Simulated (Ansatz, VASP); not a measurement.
## Two plane-wave programs on In

```xyz
8
Lattice="9.7583 0.0000 0.0000 -4.8792 8.4510 0.0000 0.0000 0.0000 3.2028" Properties=species:S:1:pos:R:3 pbc="T T T"
In    7.1903    1.4827    1.6014
In    4.8792    5.4856    1.6014
In    2.5680    1.4827    1.6014
In   -2.3111    6.9683    1.6014
In    0.0000    2.9653    1.6014
In    2.3111    6.9683    1.6014
In    0.0000    5.6340    0.0000
In    4.8792    2.8170    0.0000
```

Alike in both runs: functional PBE; k mesh 6 × 6 × 12; occupations gaussian, width 0.1 eV; no spin polarisation.

Ansatz relaxed the structure, and its values are those at the end. VASP's run is a single point on that final structure, the one shown.

|  | VASP | Ansatz |
| --- | --- | --- |
| version | VASP 6.6.1 | Ansatz 0.2.0 |
| potentials or method | VASP PAW PBE potentials, release 64 (In_d), cutoff 520 eV | scalar-relativistic, plane waves, PAW |
| valence electrons in the cell | 104 | 104 |

```tsv
	VASP	Ansatz	Ansatz less VASP
gap on the k mesh at the Fermi level (eV)	none	none	-
pressure (GPa)	0.0	0.0	+0.02
```

A gap of «none» marks a metal or a gap that the smearing closes. With one functional, cell and mesh, what is left measures potentials, basis and numerics.
